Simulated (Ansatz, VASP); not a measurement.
# One calculation of ZrO2, two programs

```
Zr O
1.0
     0.00000    2.55794    2.55794
     2.55794    0.00000    2.55794
     2.55794    2.55794    0.00000
Zr O
1 2
Direct
  0.00000 0.00000 0.00000
  0.25000 0.25000 0.25000
  0.75000 0.75000 0.75000
```

Alike in both runs: functional PBE; k mesh 8 × 8 × 8; occupations gaussian, width 0.02 eV; no spin polarisation.

Ansatz relaxed the structure, and its values are those at the end. VASP's run is a single point on that final structure, the one shown.

```csv
,VASP,Ansatz
version,VASP 6.6.1,Ansatz 0.2.0
potentials or method,"VASP PAW PBE potentials, release 64 (Zr_sv, O), cutoff 600 eV","scalar-relativistic, plane waves, PAW"
valence electrons in the cell,24,24
```

|  | VASP | Ansatz | Ansatz less VASP |
| --- | --- | --- | --- |
| gap on the k mesh at the Fermi level (eV) | 3.31 | 3.32 | +0.008 |
| least direct gap on the mesh (eV) | 3.74 | 3.75 | +0.005 |
| pressure (GPa) | 0.1 | 0.0 | -0.06 |
